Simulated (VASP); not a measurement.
# Li (P6_3/mmc) in VASP: notebook

Runs on Li. Level: revPBE. Tasks: single point.

All numbers are computed with VASP 6.6.1; they aren't measurements. Logs are shortened: lines on timing, memory, paths and dates and some standing lists are left out, and cuts for length are marked.

### 1 The cell of the first run

It takes space group P6_3/mmc (No. 194, hexagonal). Conventional cell: a = 3.064 Å, b = 3.064 Å, c = 9.985 Å, α = 90.00°, β = 90.00°, γ = 120.00°. Within 4.0 Å of Li (site symmetry -3m) lie 12 Li at 3.06 Å. Li (site symmetry -6m2) has 12 Li at 3.06 Å within 4.0 Å.

This isn't the form of Li at room conditions, which is bcc.

### 2 Single point, revPBE (20.29 Å³/atom)

INCAR

```
SYSTEM = Li
ALGO = Normal ; EDIFF = 1E-6
ENCUT = 520 ; GGA = RE
ISIF = 2 ; ISMEAR = -1
LASPH = .TRUE. ; LCHARG = .FALSE.
LREAL = .FALSE. ; LWAVE = .FALSE.
NBANDS = 14 ; NELM = 60
PREC = Accurate ; SIGMA = 0.1
```

KPOINTS

```
k-points
0
G
  13 13 4
  0 0 0
```

POSCAR

```
Li
1.0
    3.0635766449      0.0000000000      0.0000000000
   -1.5317883224      2.6531352009      0.0000000000
    0.0000000000      0.0000000000      9.9848749255
Li
4
Direct
    1.0000000000      0.0000000000      0.0000000000
    0.0000000000      0.0000000000      0.5000000000
    0.3333333333      0.6666666667      0.2500000000
    0.6666666667      0.3333333333      0.7500000000
```

Potentials or basis: VASP PAW PBE potentials, release 64 (Li_sv).

Started as:

```
$ cat potpaw_PBE.64/Li_sv/POTCAR > POTCAR
$ mpirun -np 1 vasp_std > vasp.out
```

OUTCAR:

```text
SYSTEM = Li
   EDIFF = 1E-6
   ENCUT = 520
   GGA = RE
   ISIF = 2
   ISMEAR = -1
   LASPH = .TRUE.
   LREAL = .FALSE.
   NELM = 60
   PREC = Accurate

 ion  position               nearest neighbor table
   1  0.000  0.000  0.000-
   2  0.000  0.000  0.500-
   3  0.333  0.667  0.250-
   4  0.667  0.333  0.750-

  LATTYP: Found a hexagonal cell.
 ALAT       =     3.0635766449
 C/A-ratio  =     3.2592215188

  Lattice vectors:

 A1 = (   3.0635766449,   0.0000000000,   0.0000000000)
 A2 = (  -1.5317883224,   2.6531352009,   0.0000000000)
 A3 = (   0.0000000000,   0.0000000000,   9.9848749255)

Analysis of symmetry for initial positions (statically):
=====================================================================
 Subroutine PRICEL returns:
 Original cell was already a primitive cell.

 Routine SETGRP: Setting up the symmetry group for a
 hexagonal supercell.

 Subroutine GETGRP returns: Found 24 space group operations
 (whereof 12 operations were pure point group operations)
 out of a pool of 24 trial point group operations.

The static configuration has the point symmetry D_3d.
 The point group associated with its full space group is D_6h.

Analysis of symmetry for dynamics (positions and initial velocities):
=====================================================================
 Subroutine PRICEL returns:
 Original cell was already a primitive cell.

 Routine SETGRP: Setting up the symmetry group for a
 hexagonal supercell.

 Subroutine GETGRP returns: Found 24 space group operations
 (whereof 12 operations were pure point group operations)
 out of a pool of 24 trial point group operations.

The dynamic configuration has the point symmetry D_3d.
 The point group associated with its full space group is D_6h.

 Subroutine INISYM returns: Found 24 space group operations
 (whereof 12 operations are pure point group operations),
 and found     1 'primitive' translations

----------------------------------------------------------------------------------------

                                     Primitive cell

  volume of cell :      81.1579

  direct lattice vectors                    reciprocal lattice vectors
     3.063576645  0.000000000  0.000000000     0.326415858  0.188456284  0.000000000
    -1.531788322  2.653135201  0.000000000     0.000000000  0.376912567  0.000000000
     0.000000000  0.000000000  9.984874925     0.000000000  0.000000000  0.100151480

[... 98 lines left out ...]
   NELECT =      12.0000    total number of electrons
   NUPDOWN=      -1.0000    fix difference up-down
   EMIN   =  10.00;   EMAX   =-10.00  energy-range for DOS
   EFERMI =   0.00;   METHOD = LEGACY
   ISMEAR =    -1;   SIGMA  =   0.10  broadening in eV -4-tet -1-fermi 0-gaus
   EFERMI_NEDOS =   21; number of points for ismear=-14 and -15
   IALGO  =     38    algorithm
   IMIX   =      4    mixing-type and parameters
     AMIX     =   0.40;   BMIX     =  1.00
     AMIX_MAG =   1.60;   BMIX_MAG =  1.00
  volume/ion in A,a.u.               =      20.29       136.92
  Fermi-wavevector in a.u.,A,eV,Ry     =   0.865682  1.635902 10.196276  0.749405
  Thomas-Fermi vector in A             =   1.983961
   LORBIT       =      0    0 simple, 1 ext, 2 COOP (PROOUT), +10 PAW based schemes
   GGA     = RE    functional components
   LHFCALC =     F    Hartree Fock is set to
   AEXX    =    0.0000 exact exchange contribution
   IVDW    =     0    specifies the selected vdW correction
   LEPSILON=     F    determine dielectric tensor
   LRPA    =     F    only Hartree local field effects (RPA)
 non-spin polarized calculation
  energy-cutoff  :      520.00
  volume of cell :       81.16
 maximum number of plane-waves:      2210
 NGX is ok and might be reduce to    24
   NGX = 11   NGY = 11   NGZ = 37

 number of electron      11.9999996 magnetization

 Free energy of the ion-electron system (eV)
  ---------------------------------------------------
  ext. energy  EPLUGINS =         0.00000000
  ---------------------------------------------------
  free energy    TOTEN  =        -7.26210893 eV

  energy without entropy =       -7.19335169  energy(sigma->0) =       -7.22773031

 E-fermi :   0.7065     XC(G=0):  -6.9601

 val. band max:        0.6975230754   @ k =   0.0000   0.0000   0.0000
 cond. band min:       0.7155490844   @ k =   0.3846   0.1538   0.0000
 fundamental gap:      0.0180260090
 Fermi energy:         0.7065086226

 k-point     1 :       0.0000    0.0000    0.0000
  band No.  band energies     occupation
      1     -45.9879      2.00000
      2     -45.9796      2.00000
      3     -45.9786      2.00000
      4     -45.9703      2.00000
      5      -2.8838      2.00000
      6      -1.7600      2.00000
      7      -1.7592      2.00000
      8       0.6975      1.04490
      9       3.6337      0.00000
     10       8.7349      0.00000
     11       8.7400      0.00000
     12      13.3520      0.00000
     13      13.3520      0.00000
     14      13.9281      0.00000
[... 377 lines left out ...]
      1     -45.9839      2.00000
      2     -45.9797      2.00000
      3     -45.9736      2.00000
      4     -45.9694      2.00000
      5      -2.4346      2.00000
      6      -1.8672      2.00000
      7      -0.7417      2.00000
      8       0.7705      0.69045
      9       4.3598      0.00000
     10       7.1569      0.00000
     11      10.1673      0.00000
     12      10.8151      0.00000
     13      11.2987      0.00000
     14      11.6243      0.00000

 [... further k-points ...]

------------------------ aborting loop because EDIFF is reached ----------------------------------------

  FORCE on cell =-STRESS in cart. coord.  units (eV):
  Direction    XX          YY          ZZ          XY          YZ          ZX
  --------------------------------------------------------------------------------------
  -------------------------------------------------------------------------------------
  Total        0.2325889      0.2325889      0.2935599      0.0000000      0.0000000      0.0000000
  in kB        4.5916510      4.5916510      5.7953088      0.0000000      0.0000000      0.0000000
  external PRESSURE =       4.9928703 kB  Pullay stress =       0.0000000 kB

 VOLUME and BASIS-vectors are now :
 -----------------------------------------------------------------------------
  energy-cutoff  :      520.00
  volume of cell :       81.16
      direct lattice vectors                 reciprocal lattice vectors
     3.063576645  0.000000000  0.000000000     0.326415858  0.188456284  0.000000000
    -1.531788322  2.653135201  0.000000000     0.000000000  0.376912567  0.000000000
     0.000000000  0.000000000  9.984874925     0.000000000  0.000000000  0.100151480

 POSITION                                       TOTAL-FORCE (eV/Angst)
 -----------------------------------------------------------------------------------
      0.00000      0.00000      0.00000         0.000000      0.000000      0.000000
      0.00000      0.00000      4.99244         0.000000      0.000000      0.000000
     -0.00000      1.76876      2.49622        -0.000000     -0.000000     -0.000000
      1.53179      0.88438      7.48866         0.000000     -0.000000     -0.000000
 -----------------------------------------------------------------------------------
    total drift:                               -0.000000      0.000000     -0.000000

  FREE ENERGIE OF THE ION-ELECTRON SYSTEM (eV)
  ---------------------------------------------------
  free  energy   TOTEN  =        -7.2621089312 eV

  energy  without entropy=       -7.1933516858  energy(sigma->0) =       -7.22773031
```

OSZICAR:

```text
N       E                     dE             d eps       ncg     rms          rms(c)
DAV:   1     0.443269866017E+02    0.44327E+02   -0.49537E+03  1764   0.814E+02
DAV:   2     0.397933277287E+01   -0.40348E+02   -0.38971E+02  2090   0.192E+02
DAV:   3    -0.701195171897E+01   -0.10991E+02   -0.10874E+02  3442   0.483E+01
DAV:   4    -0.725591332419E+01   -0.24396E+00   -0.24381E+00  2316   0.131E+01
DAV:   5    -0.726761197264E+01   -0.11699E-01   -0.11697E-01  2888   0.198E+00    0.395E-01
DAV:   6    -0.726369794122E+01    0.39140E-02   -0.21290E-03  2738   0.317E-01    0.239E-01
DAV:   7    -0.726213959583E+01    0.15583E-02   -0.21879E-03  3290   0.264E-01    0.449E-02
DAV:   8    -0.726213120586E+01    0.83900E-05   -0.29232E-05  2396   0.405E-02    0.623E-03
DAV:   9    -0.726211661471E+01    0.14591E-04   -0.41258E-06  2788   0.123E-02    0.139E-03
DAV:  10    -0.726211068963E+01    0.59251E-05   -0.79760E-08  1722   0.284E-03    0.676E-04
DAV:  11    -0.726210916901E+01    0.15206E-05   -0.18030E-08  1470   0.152E-03    0.900E-05
DAV:  12    -0.726210893123E+01    0.23778E-06   -0.73770E-09  1368   0.802E-04
   1 F= -.72621089E+01 E0= -.72277303E+01  d E =-.687572E-01
```

Wall time 50 s (1 thread of Intel Xeon Platinum 8488C (Sapphire Rapids), shared host); peak memory 0.2 GiB.

Results:

| Property | Result |
| --- | --- |
| Free energy | -7.2621 eV |
| Band gap on the k mesh | zero (bands 6 and 7 overlap by 4.10 eV) |

Levels at points of the mesh, in eV from the Fermi level:
| k point | band 3 | band 4 | band 5 | band 6 | band 7 | band 8 | band 9 | band 10 |
| --- | --- | --- | --- | --- | --- | --- | --- | --- |
| (0.00, 0.00, 0.00) | -46.69 | -46.68 | -3.59 | -2.47 | -2.47 | -0.01 | 2.93 | 8.03 |
| (0.00, 0.00, 0.50) | -46.68 | -46.68 | -3.31 | -3.31 | -1.12 | -1.12 | 4.71 | 4.71 |

Caveat: the cutoff is under 1.25 times the usual one of these potentials, so pressure, stress and relaxed cells hold a basis-set (Pulay) error; the PAW data sets were made with another functional, which shifts forces and pressure a little.

### 3 Single point, revPBE (21.13 Å³/atom)

This run uses another cell than the first one, of 21.13 Å³/atom.

INCAR

```
PREC = Accurate
ENCUT = 520
EDIFF = 1E-7
ISMEAR = -1
SIGMA = 0.1
LREAL = False
LASPH = True
NELM = 100
ALGO = Normal
ISIF = 2
LWAVE = False
LCHARG = True
GGA = RE
LELF = True
LVHAR = True
NBANDS = 14
```

KPOINTS

```
regular mesh
0
Gamma
  13 13 4
```

POSCAR

```
Li
1.0
    3.1055486639      0.0000000000      0.0000000000
   -1.5527743319      2.6894840356      0.0000000000
    0.0000000000      0.0000000000     10.1216710329
Li
4
Direct
    1.0000000000      0.0000000000      0.0000000000
    0.0000000000      0.0000000000      0.5000000000
    0.3333333333      0.6666666667      0.2500000000
    0.6666666667      0.3333333333      0.7500000000
```

Potentials or basis: VASP PAW PBE potentials, release 64 (Li_sv).

Started as:

```
$ cat potpaw_PBE.64/Li_sv/POTCAR > POTCAR
$ mpirun -np 1 vasp_std > vasp.out
```

Run time: 50 s. Hardware: 1 thread of Intel Xeon Platinum 8488C (Sapphire Rapids), shared host; peak memory 0.21 GiB.

It converged, with:

| Quantity | Value |
| --- | --- |
| Free energy | -7.2690 eV |
| Band gap on the k mesh | zero (bands 6 and 7 overlap by 4.03 eV) |

Levels at points of the mesh, in eV from the Fermi level:
| k point | band 4 | band 5 | band 6 | band 7 | band 8 | band 9 |
| --- | --- | --- | --- | --- | --- | --- |
| (0.00, 0.00, 0.00) | -46.75 | -3.53 | -2.43 | -2.43 | 0.01 | 2.80 |
| (0.00, 0.00, 0.50) | -46.75 | -3.26 | -3.26 | -1.10 | -1.10 | 4.56 |

Caveat: the cutoff is under 1.25 times the usual one of these potentials, so pressure, stress and relaxed cells hold a basis-set (Pulay) error; the PAW data sets were made with another functional, which shifts forces and pressure a little.

### 4 Single point, revPBE (21.98 Å³/atom)

This run uses another cell than the first one, of 21.98 Å³/atom.

INCAR

```
SYSTEM = Li
PREC = Accurate
ENCUT = 520
EDIFF = 1E-6
ISMEAR = -1
SIGMA = 0.1
LREAL = .FALSE.
LASPH = .TRUE.
NELM = 100
ALGO = Normal
ISIF = 2
LWAVE = .FALSE.
LCHARG = .FALSE.
GGA = RE
NBANDS = 14
```

KPOINTS

```
Automatic mesh
0
G
  13 13 4
  0 0 0
```

POSCAR

```
Li
1.0
    3.1464158328      0.0000000000      0.0000000000
   -1.5732079164      2.7248760421      0.0000000000
    0.0000000000      0.0000000000     10.2548661894
Li
4
Direct
    1.0000000000      0.0000000000      0.0000000000
    0.0000000000      0.0000000000      0.5000000000
    0.3333333333      0.6666666667      0.2500000000
    0.6666666667      0.3333333333      0.7500000000
```

Started as:

```
$ cat potpaw_PBE.64/Li_sv/POTCAR > POTCAR
$ mpirun -np 1 vasp_std > vasp.out
```

Run time: 47 s. Hardware: 1 thread of Intel Xeon Platinum 8488C (Sapphire Rapids), shared host; peak memory 0.22 GiB.

The run converged. Its results:

```
Free energy            : -7.2648 eV
Band gap on the k mesh : zero (bands 6 and 7 overlap by 3.97 eV)
```

Levels at points of the mesh, in eV from the Fermi level:
| k point | band 2 | band 3 | band 4 | band 5 | band 6 | band 7 | band 8 | band 9 | band 10 | band 11 |
| --- | --- | --- | --- | --- | --- | --- | --- | --- | --- | --- |
| (0.00, 0.00, 0.00) | -46.83 | -46.82 | -46.82 | -3.48 | -2.39 | -2.39 | 0.02 | 2.68 | 7.59 | 7.59 |
| (0.00, 0.00, 0.50) | -46.83 | -46.82 | -46.82 | -3.21 | -3.21 | -1.08 | -1.08 | 4.42 | 4.42 | 11.29 |

Caveat: the cutoff is under 1.25 times the usual one of these potentials, so pressure, stress and relaxed cells hold a basis-set (Pulay) error; the PAW data sets were made with another functional, which shifts forces and pressure a little.

### 5 Single point, revPBE (22.83 Å³/atom)

This run uses another cell than the first one, of 22.83 Å³/atom.

INCAR

```
ALGO = Normal
EDIFF = 1E-6
ENCUT = 520
GGA = RE
ISIF = 2
ISMEAR = -1
LASPH = True
LCHARG = False
LREAL = False
LWAVE = False
NBANDS = 14
NELM = 60
PREC = Accurate
SIGMA = 0.1
```

KPOINTS

```
k-points
0
Gamma
  13 13 4
```

POSCAR

```
Li
1.0
    3.1862481099      0.0000000000      0.0000000000
   -1.5931240549      2.7593718059      0.0000000000
    0.0000000000      0.0000000000     10.3846884039
Li
4
Direct
    1.0000000000      0.0000000000      0.0000000000
    0.0000000000      0.0000000000      0.5000000000
    0.3333333333      0.6666666667      0.2500000000
    0.6666666667      0.3333333333      0.7500000000
```

Started as:

```
$ cat potpaw_PBE.64/Li_sv/POTCAR > POTCAR
$ mpirun -np 1 vasp_std > vasp.out
```

Wall time 50 s (1 thread of Intel Xeon Platinum 8488C (Sapphire Rapids), shared host); peak memory 0.22 GiB.

It converged, with:

- Free energy: -7.2514 eV
- Band gap on the k mesh: zero (bands 6 and 7 overlap by 3.91 eV)

Levels at points of the mesh, in eV from the Fermi level:
| k point | band 2 | band 3 | band 4 | band 5 | band 6 | band 7 | band 8 | band 9 | band 10 | band 11 |
| --- | --- | --- | --- | --- | --- | --- | --- | --- | --- | --- |
| (0.00, 0.00, 0.00) | -46.89 | -46.89 | -46.89 | -3.43 | -2.35 | -2.35 | 0.04 | 2.57 | 7.39 | 7.40 |
| (0.00, 0.00, 0.50) | -46.90 | -46.89 | -46.89 | -3.16 | -3.16 | -1.06 | -1.06 | 4.29 | 4.29 | 11.00 |

Caveat: the cutoff is under 1.25 times the usual one of these potentials, so pressure, stress and relaxed cells hold a basis-set (Pulay) error; the PAW data sets were made with another functional, which shifts forces and pressure a little.

### 6 Summary

```csv
cell,gap on the mesh (eV)
"a = 3.064, b = 3.064, c = 9.985 Å, angles 90.0, 90.0, 120.0°, 4 atoms",none
"a = 3.106, b = 3.106, c = 10.122 Å, angles 90.0, 90.0, 120.0°, 4 atoms",none
"a = 3.146, b = 3.146, c = 10.255 Å, angles 90.0, 90.0, 120.0°, 4 atoms",none
"a = 3.186, b = 3.186, c = 10.385 Å, angles 90.0, 90.0, 120.0°, 4 atoms",none
```

Alike in all rows: task single point; level revPBE; potentials or basis VASP PAW PBE potentials, release 64 (Li_sv); no spin polarisation; k mesh 13 × 13 × 4; cutoff (eV) 520; smearing fermi-dirac 0.1 eV.

Caveats: the cutoff is under 1.25 times the usual one of these potentials, so pressure, stress and relaxed cells hold a basis-set (Pulay) error; the PAW data sets were made with another functional, which shifts forces and pressure a little.

Absolute energies hang on the potentials; compare differences alone.

The gap in the log of VASP goes by the Fermi energy; the results here count the filled bands.